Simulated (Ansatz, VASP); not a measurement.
**Os: VASP beside Ansatz**

Contents of POSCAR:

```
Os
1.0
    1.6627916808      0.9600132245      3.0834478148
   -1.6627916808      0.9600132245      3.0834478148
    0.0000000000     -1.9200264490      3.0834478148
Os
2
Direct
    0.2275400000      0.2275400000      0.2275400000
    0.7724600000      0.7724600000      0.7724600000
```

Contents of INCAR.step1:

```
SYSTEM = Os
PREC = Accurate ; ENCUT = 600
ISMEAR = 0 ; SIGMA = 0.1
LREAL = .FALSE. ; LASPH = .TRUE.
NELM = 100 ; GGA = PE
ALGO = Normal ; EDIFF = 1E-4
LWAVE = .TRUE. ; LCHARG = .FALSE.
```

Contents of INCAR.step2:

```
SYSTEM = Os
PREC = Accurate ; ENCUT = 600
EDIFF = 1E-7 ; ISMEAR = 0
SIGMA = 0.1 ; LREAL = .FALSE.
LASPH = .TRUE. ; NELM = 100
ALGO = Normal ; ISIF = 3
LWAVE = .FALSE. ; LCHARG = .FALSE.
METAGGA = R2SCAN ; LMIXTAU = .TRUE.
IBRION = 2 ; NSW = 90
EDIFFG = -0.04 ; ISTART = 1
```

KPOINTS

```
regular mesh
0
G
  6 6 6
  0 0 0
```

Input for Ansatz:

```yaml
crystal:
  lattice:
    - [1.6627916808, 0.9600132245, 3.0834478148]
    - [-1.6627916808, 0.9600132245, 3.0834478148]
    - [0.0, -1.920026449, 3.0834478148]
  atoms:
    - { symbol: Os, position: [0.22754, 0.22754, 0.22754] }
    - { symbol: Os, position: [0.77246, 0.77246, 0.77246] }
basis:
  ecutwfc: 500
kpoints:
  mp_grid: { grid: [6, 6, 6] }
hamiltonian:
  xc: r2scan
scf:
  occupations: { method: gaussian, width: 0.1 }
  lower_state_search: "off"
output:
  forces: true
  stress: true
  eigenvalues: true
relax:
  adjacent_minimum: "off"
  f_tol: 0.04
  max_steps: 70
  cell: { stress_tol: 0.4 }
```

Alike in both runs: task relaxation of cell and atoms; functional r2SCAN; k mesh 6 × 6 × 6; occupations gaussian, width 0.1 eV; no spin polarisation.

```csv
,VASP,Ansatz
version,VASP 6.6.1,Ansatz 0.2.0
potentials or method,"VASP PAW PBE potentials, release 64 (Os), cutoff 600 eV","scalar-relativistic, plane waves, PAW"
valence electrons in the cell,16,32
```

```tsv
	VASP	Ansatz	Ansatz less VASP
gap on the k mesh at the Fermi level, each at its own relaxed structure (eV)	none	none	-
relaxed volume (Å³/atom)	17.36	17.32	-0.036
relaxed cell length with the largest relative difference (Å)	3.535	3.514	-0.0207
```

VASP's potentials were made for PBE, not for r2SCAN. A gap of «none» marks a metal or a gap that the smearing closes. VASP's potentials hold 16 valence electrons a cell and Ansatz's 32, so a difference there can come from the potentials and not from the codes.

The k mesh is coarse, so the values compare programs but aren't converged. Spin-orbit coupling is off throughout. Noted on VASP's run: the volume moved by over 15 % at a fixed basis, so the end points are rough.
